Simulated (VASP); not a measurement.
A run of VASP 6.6.1 is set up as follows.

The input INCAR:

```
  ALGO = Normal
  DIPOL = 0.5 0.5 0.276
  EDIFF = 1E-6
  ENCUT = 520
  GGA = PE
  IDIPOL = 3
  ISIF = 2
  ISMEAR = 0
  LASPH = T
  LCHARG = F
  LDIPOL = T
  LREAL = F
  LWAVE = F
  NBANDS = 20
  NELM = 100
  PREC = Accurate
  SIGMA = 0.1
```

File KPOINTS:

```
k-points
0
Gamma
  6 6 1
```

Contents of POSCAR:

```
Cs
1.0
    9.2972427133      0.0000000000      0.0000000000
   -4.6486213566      8.0516483749      0.0000000000
    0.0000000000      0.0000000000     28.9657889728
Cs
3
Direct
    0.3333333333      0.6666666667      0.2986006030
    0.6666666667      0.3333333333      0.2537751675
    0.0000000000      1.0000000000      0.2761878852
```

Potentials or basis: VASP PAW PBE potentials, release 64 (Cs_sv).

Run with:

```sh
$ cat potpaw_PBE.64/Cs_sv/POTCAR > POTCAR
$ mpirun -np 1 vasp_std > vasp.out
```

Question: Predict the band gap on the k mesh.

Answer: Zero (an odd number of electrons rules out a gap without spin polarisation).

Question: Estimate the largest force.

Answer: 0.018 eV/Å.

Forces on the atoms (eV/Å):
```
Cs   0.000  0.000 -0.018
Cs   0.000  0.000  0.018
Cs   0.000  0.000  0.000
```

Caveat: spin-orbit coupling is left out, which moves the levels of the heavy elements.
